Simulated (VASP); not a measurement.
A run of VASP 6.6.1 is set up as follows.

The input INCAR:

```
  ALGO = Normal
  EDIFF = 1E-6
  EDIFFG = -0.04
  ENCUT = 600
  GGA = PE
  IBRION = 2
  ISIF = 3
  ISMEAR = 0
  LASPH = True
  LCHARG = False
  LREAL = False
  LWAVE = False
  NELM = 60
  NSW = 90
  PREC = Accurate
  SIGMA = 0.1
```

File KPOINTS:

```
k-points
0
Gamma
  4 4 6
```

The input POSCAR:

```
Si4Sn
1.0
    3.4130297300     -4.0930553700      0.0000000000
    3.4130297300      4.0930553700      0.0000000000
    0.0000000000      0.0000000000      3.1100620900
Si Sn
4 1
Direct
    0.7327440800      0.2672559200      0.5000000000
    0.2835574700      0.2835574700      0.0000000000
    0.7164425300      0.7164425300      0.0000000000
    0.2672559200      0.7327440800      0.5000000000
    0.5000000000      0.5000000000      0.5000000000
```

Potentials or basis: VASP PAW PBE potentials, release 64 (Si, Sn_d).

The run is started by

```console
$ cat potpaw_PBE.64/Si/POTCAR potpaw_PBE.64/Sn_d/POTCAR > POTCAR
$ mpirun -np 1 vasp_std > vasp.out
```

(1) Estimate the band gap on the k mesh.

(2) Estimate the relaxed cell.

(3) What does it give for the space group after relaxing (to 0.05 Å)?

Results:

(1) zero (band 15 reaches 8.65 eV, above the bottom of band 16 at 5.25 eV).

(2) a = 5.616 Å, b = 5.616 Å, c = 3.288 Å, α = 90.00°, β = 90.00°, γ = 93.26°.

(3) Cmmm (No. 65).

Caveat: spin-orbit coupling is left out, which moves the levels of the heavy elements.
